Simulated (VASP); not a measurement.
Write the native input for VASP 6.6.1 that does the following.

```yaml
Task: single point
Functional: PBE
Potentials_or_basis: VASP PAW PBE potentials, release 64 (Zn, S)
Cutoff: 520 eV
k_mesh: 14 × 14 × 8
Occupations: gaussian, width 0.1 eV
Spin: no spin polarisation
Dipole_correction: no
Further_INCAR_settings: ALGO = Normal; EDIFF = 1e-07; NBANDS = 23
```

The structure of ZnS3 lies in POSCAR:

```
ZnS3
1.0
    3.1694512430      0.0000000000      0.0000000000
    0.0000000000      3.1694512430      0.0000000000
    0.0000000000      0.0000000000      6.3490647065
Zn S
1 3
Direct
    0.5000000000      0.5000000000      0.5000000000
    0.0000000000      0.0000000000      0.7384687918
    0.0000000000      0.0000000000      0.2615312082
    0.5000000000      0.5000000000      0.0000000000
```

The cell was built from a structure type or drawn by symmetry, and may not be a known phase.

The input as run:

INCAR

```
PREC     = Accurate       # precision mode
ENCUT    = 520            # plane-wave cutoff, eV
EDIFF    = 1E-7           # SCF threshold, eV
ISMEAR   = 0              # smearing method
SIGMA    = 0.1            # smearing width, eV
LREAL    = False          # projectors in reciprocal space
LASPH    = True           # aspherical terms in the spheres
NELM     = 60             # most SCF steps
ALGO     = Normal         # electronic algorithm
ISIF     = 2              # what is computed and relaxed
LWAVE    = False          # write WAVECAR
LCHARG   = True           # write CHGCAR
GGA      = PE             # functional
LELF     = True           # ELF
LVHAR    = True         
NBANDS   = 23             # bands
```

KPOINTS

```
Automatic mesh
0
Gamma
  14 14 8
```

Potentials or basis: VASP PAW PBE potentials, release 64 (Zn, S).

Run with:

```console
$ cat potpaw_PBE.64/Zn/POTCAR potpaw_PBE.64/S/POTCAR > POTCAR
$ mpirun -np 1 vasp_std > vasp.out
```

Results of the run:

```
Pressure               : 0.0 GPa
Largest force          : 0.011 eV/Å
Band gap on the k mesh : zero (bands 15 and 16 overlap by 3.07 eV)
```

It took 3.1 min on 1 thread of Intel(R) Xeon(R) Platinum 8259CL CPU @ 2.50GHz (Skylake/Cascade Lake), with other jobs on the host, peak memory 0.33 GiB.
